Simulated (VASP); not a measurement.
# KTaO3 (Pm-3m) in VASP: notebook

The runs below take KTaO3 through single point, relaxation of cell and atoms, with PBEsol+D4, BLYP+D4, LDA.

Everything below comes from runs of VASP 6.6.1. Logs are shortened: lines on timing, memory, paths and dates and some standing lists are left out, and cuts for length are marked.

### Step 1. The cell of the first run

It takes space group Pm-3m (No. 221, cubic). Conventional cell: a = 4.067 Å, b = 4.067 Å, c = 4.067 Å, α = 90.00°, β = 90.00°, γ = 90.00°. Within 2.7 Å of Ta (site symmetry m-3m) lie 6 O at 2.03 Å. Within 3.8 Å of K (site symmetry m-3m) lie 12 O at 2.88 Å and 8 Ta at 3.52 Å. O (site symmetry 4/mmm) has 2 Ta at 2.03 Å within 2.7 Å.

### Step 2. Single point, PBEsol+D4

Contents of INCAR:

```
SYSTEM = KTaO3
  PREC = Accurate
  ENCUT = 520
  EDIFF = 1E-7
  ISMEAR = -1
  SIGMA = 0.05
  LREAL = .FALSE.
  LASPH = .TRUE.
  NELM = 100
  ALGO = Normal
  ISIF = 2
  LWAVE = .FALSE.
  LCHARG = .FALSE.
  GGA = PS
  IVDW = 13
  NBANDS = 27
```

Contents of KPOINTS:

```
regular mesh
0
G
  7 7 7
  0 0 0
```

Contents of POSCAR:

```
KTaO3
1.0
    4.0665218197      0.0000000000      0.0000000000
    0.0000000000      4.0665218197      0.0000000000
    0.0000000000      0.0000000000      4.0665218197
Ta K O
1 1 3
Direct
    0.0000000000      0.0000000000      0.0000000000
    0.5000000000      0.5000000000      0.5000000000
    0.0000000000      0.0000000000      0.5000000000
    0.0000000000      0.5000000000      0.0000000000
    0.5000000000      0.0000000000      0.0000000000
```

Potentials or basis: VASP PAW PBE potentials, release 64 (Ta_pv, K_sv, O).

Command:

```console
$ cat potpaw_PBE.64/Ta_pv/POTCAR potpaw_PBE.64/K_sv/POTCAR potpaw_PBE.64/O/POTCAR > POTCAR
$ mpirun -np 1 vasp_std > vasp.out
```

OUTCAR:

```text
SYSTEM = KTaO3
   PREC = Accurate
   ENCUT = 520
   EDIFF = 1E-7
   ISMEAR = -1
   LREAL = .FALSE.
   LASPH = .TRUE.
   NELM = 100
   ISIF = 2
   GGA = PS
   IVDW = 13

 ion  position               nearest neighbor table
   1  0.000  0.000  0.000-   3 2.03   4 2.03   5 2.03   3 2.03   4 2.03   5 2.03   2 3.52   2 3.52
                             2 3.52   2 3.52   2 3.52   2 3.52   2 3.52   2 3.52
   2  0.500  0.500  0.500-   3 2.88   4 2.88   5 2.88   4 2.88   5 2.88   3 2.88   5 2.88   5 2.88
                             3 2.88   4 2.88   4 2.88   3 2.88   1 3.52   1 3.52   1 3.52   1 3.52
   3  0.000  0.000  0.500-   1 2.03   1 2.03   2 2.88   2 2.88   2 2.88   2 2.88
   4  0.000  0.500  0.000-   1 2.03   1 2.03   2 2.88   2 2.88   2 2.88   2 2.88
   5  0.500  0.000  0.000-   1 2.03   1 2.03   2 2.88   2 2.88   2 2.88   2 2.88

  LATTYP: Found a simple cubic cell.
 ALAT       =     4.0665218197

  Lattice vectors:

 A1 = (   4.0665218197,   0.0000000000,   0.0000000000)
 A2 = (   0.0000000000,   4.0665218197,   0.0000000000)
 A3 = (   0.0000000000,   0.0000000000,   4.0665218197)

Analysis of symmetry for initial positions (statically):
=====================================================================
 Subroutine PRICEL returns:
 Original cell was already a primitive cell.

 Routine SETGRP: Setting up the symmetry group for a
 simple cubic supercell.

 Subroutine GETGRP returns: Found 48 space group operations
 (whereof 48 operations were pure point group operations)
 out of a pool of 48 trial point group operations.

The static configuration has the point symmetry O_h .

Analysis of symmetry for dynamics (positions and initial velocities):
=====================================================================
 Subroutine PRICEL returns:
 Original cell was already a primitive cell.

 Routine SETGRP: Setting up the symmetry group for a
 simple cubic supercell.

 Subroutine GETGRP returns: Found 48 space group operations
 (whereof 48 operations were pure point group operations)
 out of a pool of 48 trial point group operations.

The dynamic configuration has the point symmetry O_h .

 Subroutine INISYM returns: Found 48 space group operations
 (whereof 48 operations are pure point group operations),
 and found     1 'primitive' translations

----------------------------------------------------------------------------------------

                                     Primitive cell

  volume of cell :      67.2464

  direct lattice vectors                    reciprocal lattice vectors
     4.066521820  0.000000000  0.000000000     0.245910398  0.000000000  0.000000000
     0.000000000  4.066521820  0.000000000     0.000000000  0.245910398  0.000000000
     0.000000000  0.000000000  4.066521820     0.000000000  0.000000000  0.245910398

  length of vectors
     4.066521820  4.066521820  4.066521820     0.245910398  0.245910398  0.245910398

  position of ions in fractional coordinates (direct lattice)
     0.000000000  0.000000000  0.000000000
     0.500000000  0.500000000  0.500000000
     0.000000000  0.000000000  0.500000000
     0.000000000  0.500000000  0.000000000
     0.500000000  0.000000000  0.000000000

  ion indices of the primitive-cell ions
   primitive index   ion index
                 1           1
                 2           2
                 3           3
                 4           4
                 5           5

----------------------------------------------------------------------------------------

 KPOINTS: regular mesh

Automatic generation of k-mesh.
 Grid dimensions read from file:
 generate k-points for:    7    7    7

 Generating k-lattice:

  Cartesian coordinates                     Fractional coordinates (reciprocal lattice)
     0.035130057  0.000000000  0.000000000     0.142857143  0.000000000  0.000000000
     0.000000000  0.035130057  0.000000000     0.000000000  0.142857143  0.000000000
     0.000000000  0.000000000  0.035130057     0.000000000  0.000000000  0.142857143

  Length of vectors
     0.035130057  0.035130057  0.035130057

  Shift w.r.t. Gamma in fractional coordinates (k-lattice)
     0.000000000  0.000000000  0.000000000

 Subroutine IBZKPT returns following result:
 ===========================================

 Found     20 irreducible k-points:

 Following reciprocal coordinates:
            Coordinates               Weight
  0.000000  0.000000  0.000000      1.000000
  0.142857  0.000000  0.000000      6.000000
  0.285714  0.000000  0.000000      6.000000
  0.428571  0.000000  0.000000      6.000000
  0.142857  0.142857  0.000000     12.000000
  0.285714  0.142857  0.000000     24.000000
[... 12 lines left out ...]
  0.428571  0.428571  0.285714     24.000000
  0.428571  0.428571  0.428571      8.000000
   k-points           NKPTS =     20   k-points in BZ     NKDIM =     20   number of bands    NBANDS=     27
   number of dos      NEDOS =    301   number of ions     NIONS =      5
   total plane-waves  NPLWV =  27000
   dimension x,y,z NGX =    30 NGY =   30 NGZ =   30
   dimension x,y,z NGXF=    60 NGYF=   60 NGZF=   60
   ions per type =               1   1   3
   NGX,Y,Z   is equivalent  to a cutoff of  12.26, 12.26, 12.26 a.u.
   NGXF,Y,Z  is equivalent  to a cutoff of  24.53, 24.53, 24.53 a.u.
 SYSTEM =  KTaO3
   PREC   = accura    normal or accurate (medium, high low for compatibility)
   ISTART =      0    job   : 0-new  1-cont  2-samecut
   ICHARG =      2    charge: 1-file 2-atom 10-const
   ISPIN  =      1    spin polarized calculation?
   LNONCOLLINEAR =      F non collinear calculations
   LSORBIT =      F    spin-orbit coupling
   LASPH  =      T    aspherical Exc in radial PAW
   ENCUT  =  520.0 eV  38.22 Ry    6.18 a.u.   7.56  7.56  7.56*2*pi/ulx,y,z
   NELM   =    100;   NELMIN=  2; NELMDL= -5     # of ELM steps
   EDIFF  = 0.1E-06   stopping-criterion for ELM
   LREAL  =      F    real-space projection
   EDIFFG = 0.1E-05   stopping-criterion for IOM
   NSW    =      0    number of steps for IOM
   IBRION =     -1    ionic relax: 0-MD 1-quasi-New 2-CG
   NFREE  =      0    steps in history (QN), initial steepest desc. (CG)
   ISIF   =      2    stress and relaxation
   ISYM   =      2    0-nonsym 1-usesym 2-fastsym
   POTIM  = 0.5000    time-step for ionic-motion
   TEBEG  =    0.0;   TEEND  =   0.0 temperature during run
   PSTRESS=    0.0 pullay stress
   NELECT =      38.0000    total number of electrons
   NUPDOWN=      -1.0000    fix difference up-down
   EMIN   =  10.00;   EMAX   =-10.00  energy-range for DOS
   EFERMI =   0.00;   METHOD = LEGACY
   ISMEAR =    -1;   SIGMA  =   0.05  broadening in eV -4-tet -1-fermi 0-gaus
   EFERMI_NEDOS =   21; number of points for ismear=-14 and -15
   IALGO  =     38    algorithm
   IMIX   =      4    mixing-type and parameters
     AMIX     =   0.40;   BMIX     =  1.00
     AMIX_MAG =   1.60;   BMIX_MAG =  1.00
  volume/ion in A,a.u.               =      13.45        90.76
  Fermi-wavevector in a.u.,A,eV,Ry     =   1.353463  2.557673 24.923982  1.831861
  Thomas-Fermi vector in A             =   2.480716
   LORBIT       =      0    0 simple, 1 ext, 2 COOP (PROOUT), +10 PAW based schemes
   GGA     = PS    functional components
   LHFCALC =     F    Hartree Fock is set to
   AEXX    =    0.0000 exact exchange contribution
   IVDW    =    13    specifies the selected vdW correction
   LEPSILON=     F    determine dielectric tensor
   LRPA    =     F    only Hartree local field effects (RPA)
 non-spin polarized calculation
  energy-cutoff  :      520.00
  volume of cell :       67.25
 maximum number of plane-waves:      1839
 NGX is ok and might be reduce to    30
   NGX = 15   NGY = 15   NGZ = 15

 number of electron      37.9999985 magnetization

 Free energy of the ion-electron system (eV)
  ---------------------------------------------------
  ext. energy  EPLUGINS =         0.00000000
  ---------------------------------------------------
  free energy    TOTEN  =       -42.80100193 eV

  energy without entropy =      -42.80100193  energy(sigma->0) =      -42.80100193

 E-fermi :   2.2678     XC(G=0): -10.8343

 val. band max:        1.2201279922   @ k =   0.4286   0.4286   0.4286
 cond. band min:       3.2364518154   @ k =   0.0000   0.0000   0.0000
 fundamental gap:      2.0163238232
 Fermi energy:         2.2677672285

 k-point     1 :       0.0000    0.0000    0.0000
  band No.  band energies     occupation
      1     -33.0488      2.00000
      2     -33.0488      2.00000
      3     -33.0488      2.00000
      4     -25.8943      2.00000
      5     -15.9989      2.00000
      6     -15.2944      2.00000
[... 19 lines left out ...]
     26       9.1946      0.00000
     27       9.1946      0.00000

 k-point     2 :       0.1429    0.0000    0.0000
  band No.  band energies     occupation
      1     -33.0617      2.00000
      2     -33.0483      2.00000
      3     -33.0483      2.00000
      4     -25.8904      2.00000
      5     -15.9443      2.00000
      6     -15.2906      2.00000
[... 19 lines left out ...]
     26       9.4350      0.00000
     27       9.4666      0.00000

 k-point     3 :       0.2857    0.0000    0.0000
  band No.  band energies     occupation
      1     -33.0904      2.00000
      2     -33.0472      2.00000
      3     -33.0472      2.00000
      4     -25.8815      2.00000
      5     -15.8826      2.00000
      6     -15.2820      2.00000
[... 19 lines left out ...]
     26      10.0014      0.00000
     27      10.3595      0.00000

 k-point     4 :       0.4286    0.0000    0.0000
  band No.  band energies     occupation
      1     -33.1133      2.00000
      2     -33.0464      2.00000
      3     -33.0464      2.00000
      4     -25.8743      2.00000
      5     -15.8717      2.00000
      6     -15.2753      2.00000
[... 19 lines left out ...]
     26      10.4897      0.00000
     27      11.6296      0.00000
[... 396 lines left out ...]
      4     -25.8593      2.00000
      5     -15.1152      2.00000
      6     -14.8427      2.00000
[... 19 lines left out ...]
     26      11.3066      0.00000
     27      11.9179      0.00000

 k-point    19 :       0.4286    0.4286    0.2857
  band No.  band energies     occupation
      1     -33.1085      2.00000
      2     -33.1085      2.00000
      3     -33.0850      2.00000
      4     -25.8551      2.00000
      5     -14.9707      2.00000
      6     -14.6162      2.00000
[... 19 lines left out ...]
     26      11.5827      0.00000
     27      12.1287      0.00000

 k-point    20 :       0.4286    0.4286    0.4286
  band No.  band energies     occupation
      1     -33.1076      2.00000
      2     -33.1075      2.00000
      3     -33.1075      2.00000
      4     -25.8509      2.00000
      5     -14.6289      2.00000
      6     -14.5729      2.00000
[... 19 lines left out ...]
     26      11.8029      0.00000
     27      12.8906      0.00000

------------------------ aborting loop because EDIFF is reached ----------------------------------------

  DFT-D4 for vdW energy calculation

  Edisp (eV):   -0.42824

  FORCE on cell =-STRESS in cart. coord.  units (eV):
  Direction    XX          YY          ZZ          XY          YZ          ZX
  --------------------------------------------------------------------------------------
  -------------------------------------------------------------------------------------
  Total      -4.71863    -4.71863    -4.71863     0.00000     0.00000     0.00000
  in kB    -112.42354  -112.42354  -112.42354     0.00000     0.00000     0.00000
  external pressure =     -112.42 kB  Pullay stress =        0.00 kB

 VOLUME and BASIS-vectors are now :
 -----------------------------------------------------------------------------
  energy-cutoff  :      520.00
  volume of cell :       67.25
      direct lattice vectors                 reciprocal lattice vectors
     4.066521820  0.000000000  0.000000000     0.245910398  0.000000000  0.000000000
     0.000000000  4.066521820  0.000000000     0.000000000  0.245910398  0.000000000
     0.000000000  0.000000000  4.066521820     0.000000000  0.000000000  0.245910398

 POSITION                                       TOTAL-FORCE (eV/Angst)
 -----------------------------------------------------------------------------------
      0.00000      0.00000      0.00000         0.000000      0.000000      0.000000
      2.03326      2.03326      2.03326         0.000000      0.000000      0.000000
      0.00000      0.00000      2.03326         0.000000      0.000000      0.000000
      0.00000      2.03326      0.00000         0.000000      0.000000      0.000000
      2.03326      0.00000      0.00000         0.000000      0.000000      0.000000
 -----------------------------------------------------------------------------------
    total drift:                                0.000000     -0.000000      0.000000

  FREE ENERGIE OF THE ION-ELECTRON SYSTEM (eV)
  ---------------------------------------------------
  free  energy   TOTEN  =       -43.2292465025 eV

  energy  without entropy=      -43.2292465020  energy(sigma->0) =      -43.22924650
```

Wall time 39 s (1 thread of AMD EPYC 7R43 (Zen 3), shared host); peak memory 0.15 GiB.

Results:

```yaml
Free_energy: -43.2292 eV
Pressure: -11.2 GPa
Band_gap_on_the_k_mesh: 2.02 eV, indirect (least direct gap 2.60 eV)
Dispersion_energy_per_atom: -0.086 eV
```

Caveat: the PAW data sets were made with another functional, which shifts forces and pressure a little; spin-orbit coupling is left out, which moves the levels of the heavy elements. A k mesh can miss the band edges.

(Continued in part 2 of 2.)
